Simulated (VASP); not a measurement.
Crystal: ZnS.

```
CELL_PARAMETERS angstrom
0.00000 2.69368 2.69368
2.69368 0.00000 2.69368
2.69368 2.69368 0.00000
ATOMIC_POSITIONS crystal
Zn 0.00000 0.00000 0.00000
S 0.25000 0.25000 0.25000
```

```yaml
Program: VASP 6.6.1
Task: relaxation of cell and atoms
Functional: PBE
Potentials_or_basis: VASP PAW PBE potentials, release 64 (Zn, S)
Cutoff: 600 eV
k_mesh: 10 × 10 × 10
Occupations: gaussian, width 0.02 eV
Spin: no spin polarisation
```

At the start: pressure 2.5 GPa; volume 19.55 Å³/atom.

Q: Where does the relaxation end?

A: Over 3 steps the energy falls by 4.9 meV/atom and the volume is 20.20 Å³/atom (+3.4 %); space group F-43m (No. 216, to 0.05 Å).

Step by step:
```
step  energy change (eV)  largest force (eV/Å)  pressure (GPa)  volume (Å³)
   1              0.0000                0.0000            2.51        39.09
   2             -0.0088                0.0000           -0.73        40.85
   3             -0.0099                0.0000            0.07        40.40
```

Final structure:
```cif
data_structure
_symmetry_space_group_name_H-M 'P 1'
_symmetry_Int_Tables_number 1
_cell_length_a 3.8515
_cell_length_b 3.8515
_cell_length_c 3.8515
_cell_angle_alpha 60.000
_cell_angle_beta 60.000
_cell_angle_gamma 60.000
_cell_volume 40.40
loop_
_atom_site_label
_atom_site_type_symbol
_atom_site_fract_x
_atom_site_fract_y
_atom_site_fract_z
_atom_site_occupancy
Zn1 Zn 0.00000 0.00000 0.00000 1
S1 S 0.25000 0.25000 0.25000 1
```
